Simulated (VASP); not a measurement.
# La2O3 (P-62m) in VASP: single point with HSE06

Aim: the single point of La2O3 with HSE06.

Everything below comes from runs of VASP 6.6.1. Logs are shortened: lines on timing, memory, paths and dates and some standing lists are left out, and cuts for length are marked.

## 1. The cell of the first run

The structure is hexagonal, space group P-62m (No. 189). Conventional cell: a = 6.267 Å, b = 6.267 Å, c = 3.300 Å, α = 90.00°, β = 90.00°, γ = 120.00°. La (site symmetry -6) has 6 O at 2.45 Å and 2 La at 3.30 Å within 3.3 Å. Within 3.3 Å of O (site symmetry m2m) lie 4 La at 2.45 Å and 6 O at 3.13 to 3.30 Å.

## 2. Single point, HSE06

File POSCAR:

```
La2O3
1.0
    6.2667802772      0.0000000000      0.0000000000
   -3.1333901386      5.4271909200      0.0000000000
    0.0000000000      0.0000000000      3.2997660000
La O
2 3
Direct
    0.6666666667      0.3333333333      0.5000000000
    0.3333333333      0.6666666667      0.5000000000
    0.5080139900      0.0000000000      0.0000000000
    0.0000000000      0.5080139900      0.0000000000
    0.4919860100      0.4919860100      0.0000000000
```

File INCAR.step1:

```
PREC = Accurate
ENCUT = 520
EDIFF = 1E-5
ISMEAR = -1
SIGMA = 0.05
LREAL = F
LASPH = T
NELM = 100
ALGO = Normal
ISIF = 2
LWAVE = T
LCHARG = F
NBANDS = 28
GGA = PE
KPAR = 4
```

File INCAR.step2:

```
PREC = Accurate
ENCUT = 520
EDIFF = 1E-6
ISMEAR = -1
SIGMA = 0.05
LREAL = F
LASPH = T
NELM = 100
ALGO = Normal
ISIF = 2
LWAVE = F
LCHARG = F
GGA = PE
LHFCALC = T
HFSCREEN = 0.2079
PRECFOCK = Fast
NBANDS = 28
ISTART = 1
KPAR = 4
```

File KPOINTS:

```
regular mesh
0
Gamma
  4 4 6
```

Potentials or basis: VASP PAW PBE potentials, release 64 (La, O).

Started as:

```sh
cat potpaw_PBE.64/La/POTCAR potpaw_PBE.64/O/POTCAR > POTCAR
cp INCAR.step1 INCAR
mpirun -np 4 vasp_std > vasp.out
cp INCAR.step2 INCAR
mpirun -np 4 vasp_std > vasp.out
```

OUTCAR:

```text
PREC = Accurate
   ENCUT = 520
   EDIFF = 1E-6
   ISMEAR = -1
   LREAL = F
   LASPH = T
   NELM = 100
   ISIF = 2
   GGA = PE
   LHFCALC = T
   HFSCREEN = 0.2079
   PRECFOCK = Fast
   ISTART = 1

 ion  position               nearest neighbor table
   1  0.667  0.333  0.500-   3 2.45   3 2.45   4 2.45   4 2.45   5 2.45   5 2.45   2 3.62   2 3.62
                             2 3.62
   2  0.333  0.667  0.500-   4 2.45   4 2.45   3 2.45   3 2.45   5 2.45   5 2.45   1 3.62   1 3.62
                             1 3.62
   3  0.508  0.000  0.000-   1 2.45   1 2.45   2 2.45   2 2.45
   4  0.000  0.508  0.000-   2 2.45   2 2.45   1 2.45   1 2.45
   5  0.492  0.492  0.000-   1 2.45   1 2.45   2 2.45   2 2.45

  LATTYP: Found a hexagonal cell.
 ALAT       =     6.2667802772
 C/A-ratio  =     0.5265488583

  Lattice vectors:

 A1 = (   6.2667802772,   0.0000000000,   0.0000000000)
 A2 = (  -3.1333901386,   5.4271909200,   0.0000000000)
 A3 = (   0.0000000000,   0.0000000000,   3.2997660000)

Analysis of symmetry for initial positions (statically):
=====================================================================
 Subroutine PRICEL returns:
 Original cell was already a primitive cell.

 Routine SETGRP: Setting up the symmetry group for a
 hexagonal supercell.

 Subroutine GETGRP returns: Found 12 space group operations
 (whereof 12 operations were pure point group operations)
 out of a pool of 24 trial point group operations.

The static configuration has the point symmetry D_3h.

Analysis of symmetry for dynamics (positions and initial velocities):
=====================================================================
 Subroutine PRICEL returns:
 Original cell was already a primitive cell.

 Routine SETGRP: Setting up the symmetry group for a
 hexagonal supercell.

 Subroutine GETGRP returns: Found 12 space group operations
 (whereof 12 operations were pure point group operations)
 out of a pool of 24 trial point group operations.

The dynamic configuration has the point symmetry D_3h.

 Subroutine INISYM returns: Found 12 space group operations
 (whereof 12 operations are pure point group operations),
 and found     1 'primitive' translations

----------------------------------------------------------------------------------------
[... 96 lines left out ...]
   ISIF   =      2    stress and relaxation
   ISYM   =      3    0-nonsym 1-usesym 2-fastsym
   POTIM  = 0.5000    time-step for ionic-motion
   TEBEG  =    0.0;   TEEND  =   0.0 temperature during run
   PSTRESS=    0.0 pullay stress
   NELECT =      40.0000    total number of electrons
   NUPDOWN=      -1.0000    fix difference up-down
   EMIN   =  10.00;   EMAX   =-10.00  energy-range for DOS
   EFERMI =   0.00;   METHOD = LEGACY
   ISMEAR =    -1;   SIGMA  =   0.05  broadening in eV -4-tet -1-fermi 0-gaus
   EFERMI_NEDOS =   21; number of points for ismear=-14 and -15
   IALGO  =     38    algorithm
   IMIX   =      1    mixing-type and parameters
     AMIX     =   0.40;   BMIX     =  1.00
     AMIX_MAG =   1.60;   BMIX_MAG =  1.00
  volume/ion in A,a.u.               =      22.45       151.47
  Fermi-wavevector in a.u.,A,eV,Ry     =   1.160719  2.193442 18.330716  1.347270
  Thomas-Fermi vector in A             =   2.297299
   LORBIT       =      0    0 simple, 1 ext, 2 COOP (PROOUT), +10 PAW based schemes
   GGA     = PE    functional components
   LHFCALC =     T    Hartree Fock is set to
   PRECFOCK=fast      Normal, Fast or Accurate (Low or Medium for compatibility)
   ENCUT4O =  -1.0   cutoff for four orbital integrals eV
   NKREDX  =     1    reduce k-point grid by
   NKREDY  =     1    reduce k-point grid by
   NKREDZ  =     1    reduce k-point grid by
   AEXX    =    0.2500 exact exchange contribution
   HFSCREEN=    0.2079 screening length (either q_TF or 0.3 A-1)
   HFSCREENC=   0.2079 screening length for correlation (either q_TF or 0.3 A-1)
   ENCUTFOCK=  -1.0 apply spherical cutoff to Coloumb kernel
   IVDW    =     0    specifies the selected vdW correction
   LEPSILON=     F    determine dielectric tensor
   LRPA    =     F    only Hartree local field effects (RPA)
 non-spin polarized calculation
  energy-cutoff  :      520.00
  volume of cell :      112.23
 maximum number of plane-waves:      3044
 NGX is ok and might be reduce to    48
  NGX = 28; NGY = 28; NGZ = 14

 number of electron      39.9999994 magnetization

 Free energy of the ion-electron system (eV)
  ---------------------------------------------------
  ext. energy  EPLUGINS =         0.00000000
  ---------------------------------------------------
  free energy    TOTEN  =       -47.69144621 eV

  energy without entropy =      -47.69144621  energy(sigma->0) =      -47.69144621

 E-fermi :   3.4568     XC(G=0):  -6.9215

 val. band max:        2.4685826834   @ k =   0.0000   0.0000   0.5000
 cond. band min:       5.2456013706   @ k =   0.0000   0.0000   0.0000
 fundamental gap:      2.7770186872
 Fermi energy:         3.4568295181

 k-point     1 :       0.0000    0.0000    0.0000
  band No.  band energies     occupation
      1     -30.0134      2.00000
      2     -29.7626      2.00000
      3     -16.5297      2.00000
      4     -16.5297      2.00000
      5     -14.9337      2.00000
      6     -12.4125      2.00000
[... 485 lines left out ...]
     27       9.8770      0.00000
     28      10.0552      0.00000

------------------------ aborting loop because EDIFF is reached ----------------------------------------

  FORCE on cell =-STRESS in cart. coord.  units (eV):
  Direction    XX          YY          ZZ          XY          YZ          ZX
  --------------------------------------------------------------------------------------
  -------------------------------------------------------------------------------------
  Total        1.0024472      1.0024472     -1.6830133      0.0000000      0.0000000      0.0000000
  in kB       14.3109801     14.3109801    -24.0267719      0.0000000      0.0000000      0.0000000
  external PRESSURE =       1.5317294 kB  Pullay stress =       0.0000000 kB

 VOLUME and BASIS-vectors are now :
 -----------------------------------------------------------------------------
  energy-cutoff  :      520.00
  volume of cell :      112.23
      direct lattice vectors                 reciprocal lattice vectors
     6.266780277  0.000000000  0.000000000     0.159571575  0.092128692  0.000000000
    -3.133390139  5.427190920  0.000000000     0.000000000  0.184257384  0.000000000
     0.000000000  0.000000000  3.299766000     0.000000000  0.000000000  0.303051792

 POSITION                                       TOTAL-FORCE (eV/Angst)
 -----------------------------------------------------------------------------------
      3.13339      1.80906      1.64988        -0.000000      0.000000      0.000000
     -0.00000      3.61813      1.64988        -0.000000      0.000000      0.000000
      3.18361      0.00000      0.00000        -0.060783      0.000000     -0.000000
     -1.59181      2.75709      0.00000         0.030392     -0.052640      0.000000
      1.54158      2.67010      0.00000         0.030392      0.052640      0.000000
 -----------------------------------------------------------------------------------
    total drift:                                0.000006      0.000005     -0.000004

  FREE ENERGIE OF THE ION-ELECTRON SYSTEM (eV)
  ---------------------------------------------------
  free  energy   TOTEN  =       -47.6914462107 eV

  energy  without entropy=      -47.6914462106  energy(sigma->0) =      -47.69144621
```

OUTCAR.step1:

```text
PREC = Accurate
   ENCUT = 520
   EDIFF = 1E-5
   ISMEAR = -1
   LREAL = F
   LASPH = T
[... 719 lines left out ...]
     -0.00000      3.61813      1.64988         0.000000      0.000000     -0.000000
      3.18361      0.00000      0.00000        -0.047406      0.000000      0.000000
     -1.59181      2.75709      0.00000         0.023703     -0.041054     -0.000000
      1.54158      2.67010      0.00000         0.023703      0.041054      0.000000
 -----------------------------------------------------------------------------------
    total drift:                               -0.000000     -0.000000     -0.000000

  FREE ENERGIE OF THE ION-ELECTRON SYSTEM (eV)
  ---------------------------------------------------
  free  energy   TOTEN  =       -40.7446692107 eV

  energy  without entropy=      -40.7446692040  energy(sigma->0) =      -40.74466921
```

OSZICAR.step1:

```text
N       E                     dE             d eps       ncg     rms          rms(c)
DAV:   1     0.539082668020E+03    0.53908E+03   -0.15967E+04   912   0.204E+03
DAV:   2     0.112707517541E+03   -0.42638E+03   -0.40540E+03  1200   0.338E+02
DAV:   3    -0.287484729082E+02   -0.14146E+03   -0.13774E+03  1440   0.226E+02
DAV:   4    -0.469454941177E+02   -0.18197E+02   -0.18063E+02  1524   0.812E+01
DAV:   5    -0.481153783461E+02   -0.11699E+01   -0.11689E+01  1536   0.226E+01    0.156E+01
DAV:   6    -0.413090437056E+02    0.68063E+01   -0.60305E+01  1392   0.401E+01    0.806E+00
DAV:   7    -0.409788778619E+02    0.33017E+00   -0.63108E+00  1752   0.231E+01    0.358E+00
DAV:   8    -0.407452449463E+02    0.23363E+00   -0.10244E+00  1568   0.814E+00    0.113E+00
DAV:   9    -0.407218332100E+02    0.23412E-01   -0.28608E-01  1664   0.403E+00    0.428E-01
DAV:  10    -0.407395589097E+02   -0.17726E-01   -0.26310E-02  1568   0.108E+00    0.135E-01
DAV:  11    -0.407437423520E+02   -0.41834E-02   -0.65814E-03  1240   0.509E-01    0.923E-02
DAV:  12    -0.407446363228E+02   -0.89397E-03   -0.14260E-03  1488   0.333E-01    0.483E-02
DAV:  13    -0.407446676824E+02   -0.31360E-04   -0.69132E-04  1512   0.147E-01    0.237E-02
DAV:  14    -0.407446679064E+02   -0.22396E-06   -0.14005E-04  1272   0.894E-02    0.374E-03
DAV:  15    -0.407446692107E+02   -0.13043E-05   -0.92917E-06  1024   0.360E-02
   1 F= -.40744669E+02 E0= -.40744669E+02  d E =-.677548E-08
```

Wall time 28 min (4 MPI ranks of Intel Xeon Platinum 8259CL at 2.50GHz (Skylake/Cascade Lake), shared host); peak memory 0.38 GiB.

Results:

* Free energy: -47.6914 eV
* Pressure: 0.2 GPa
* Largest force: 0.061 eV/Å
* Band gap on the k mesh: 2.78 eV (least direct gap 3.27 eV)

Forces in eV/Å, atoms in the order of the input:
```
La   0.000  0.000  0.000
La   0.000  0.000  0.000
O   -0.061  0.000  0.000
O    0.030 -0.053  0.000
O    0.030  0.053  0.000
```

Levels at points of the mesh, in eV from the valence-band top:
| k point | band 16 | band 17 | band 18 | band 19 | band 20 | band 21 | band 22 | band 23 | band 24 | band 25 |
| --- | --- | --- | --- | --- | --- | --- | --- | --- | --- | --- |
| (0.00, 0.00, 0.00) | -2.05 | -1.04 | -1.04 | -0.73 | -0.49 | 2.78 | 5.06 | 6.13 | 6.13 | 7.76 |
| (0.50, 0.00, 0.00) | -1.83 | -1.73 | -1.22 | -1.19 | -0.99 | 4.11 | 5.11 | 6.06 | 6.58 | 6.80 |
| (0.00, 0.00, 0.50) | -1.59 | -1.24 | -1.24 | -0.33 | 0.00 | 5.87 | 5.87 | 6.34 | 6.92 | 6.92 |
| (0.50, 0.00, 0.50) | -1.94 | -1.70 | -1.46 | -0.70 | -0.66 | 5.65 | 6.77 | 6.98 | 7.25 | 7.31 |

Caveat: the PAW data sets were made with another functional, which shifts forces and pressure a little; spin-orbit coupling is left out, which moves the levels of the heavy elements. A k mesh can miss the band edges.
